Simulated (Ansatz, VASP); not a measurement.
SnO: VASP beside Ansatz

```
Sn O
1.0
     2.73691   -2.73780    0.00000
     2.73691    2.73780    0.00000
     0.00000    0.00000   10.22196
Sn O
4 4
Direct
  0.73655 0.26345 0.86386
  0.26345 0.73655 0.13614
  0.76345 0.23655 0.36386
  0.23655 0.76345 0.63614
  0.26194 0.23806 0.25000
  0.73806 0.76194 0.75000
  0.23806 0.26194 0.75000
  0.76194 0.73806 0.25000
```

Alike in both runs: task single point; functional PBE; dispersion D3(BJ); k mesh 6 × 6 × 2; occupations gaussian, width 0.1 eV; no spin polarisation.

|  | VASP | Ansatz |
| --- | --- | --- |
| version | VASP 6.6.1 | Ansatz 0.2.0 |
| potentials or method | VASP PAW PBE potentials, release 64 (Sn_d, O_h), cutoff 1340 eV | scalar-relativistic, plane waves, PAW |
| valence electrons in the cell | 80 | 80 |

|  | VASP | Ansatz | Ansatz less VASP |
| --- | --- | --- | --- |
| gap on the k mesh at the Fermi level (eV) | 0.54 | 0.53 | -0.011 |
| least direct gap on the mesh (eV) | 1.75 | 1.79 | +0.048 |
| pressure (GPa) | -2.1 | -2.2 | -0.18 |
| rms of the force components (eV/Å) | 0.020 | 0.038 | +0.0181 |

Atom by atom the forces differ by 0.032 eV/Å (rms over components).
